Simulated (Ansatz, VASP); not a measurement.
Given: the input of a run of Ansatz 0.2.0 on MgS.

Contents of input.yaml:

```yaml
crystal:
  lattice:
    - [0.0, 2.6188799723, 2.6188799723]
    - [2.6188799723, 0.0, 2.6188799723]
    - [2.6188799723, 2.6188799723, 0.0]
  atoms:
    - { symbol: S, position: [0.5, 0.5, 0.5] }
    - { symbol: Mg, position: [0.0, 0.0, 0.0] }
kpoints:
  mp_grid: { grid: [9, 9, 9] }
scf:
  occupations: { method: fermi_dirac, width: 0.05 }
hamiltonian:
  xc: pbe
  pseudopotentials: { kind: all_electron, lapw: { basis_error: 0.0005 } }
output:
  forces: true
  stress: true
  eigenvalues: true
```

Potentials or basis: all-electron LAPW, scalar-relativistic.

Command:

```sh
$ ansatz run input.yaml --threads 1 --pin off --max-ram 3072MiB --backend cpu --events-out ev --progress --plain --runs-dir out
```

Translate it to VASP 6.6.1. Potentials there: VASP PAW PBE potentials, release 64 (S, Mg).

As run (the cutoff follows the program's own potentials):

INCAR

```
SYSTEM = MgS
PREC = Accurate
ENCUT = 520
EDIFF = 1E-6
ISMEAR = -1
SIGMA = 0.05
LREAL = .FALSE.
LASPH = .TRUE.
NELM = 80
ALGO = Normal
ISIF = 2
LWAVE = .FALSE.
LCHARG = .FALSE.
GGA = PE
NBANDS = 11
```

KPOINTS

```
Automatic mesh
0
G
  9 9 9
  0 0 0
```

The input POSCAR:

```
MgS
1.0
    0.0000000000      2.6188799723      2.6188799723
    2.6188799723      0.0000000000      2.6188799723
    2.6188799723      2.6188799723      0.0000000000
S Mg
1 1
Direct
    0.5000000000      0.5000000000      0.5000000000
    0.0000000000      0.0000000000      0.0000000000
```

Potentials or basis: VASP PAW PBE potentials, release 64 (S, Mg).

Command:

```sh
$ cat potpaw_PBE.64/S/POTCAR potpaw_PBE.64/Mg/POTCAR > POTCAR
$ mpirun -np 1 vasp_std > vasp.out
```

Both were run:

|  | VASP | Ansatz | Ansatz less VASP |
| --- | --- | --- | --- |
| gap on the k mesh at the Fermi level (eV) | 2.86 | 2.87 | +0.012 |
| least direct gap on the mesh (eV) | 3.56 | 3.56 | +0.009 |
| pressure (GPa) | -0.6 | -0.3 | +0.29 |

Ansatz ran all-electron here, and VASP with PAW potentials.
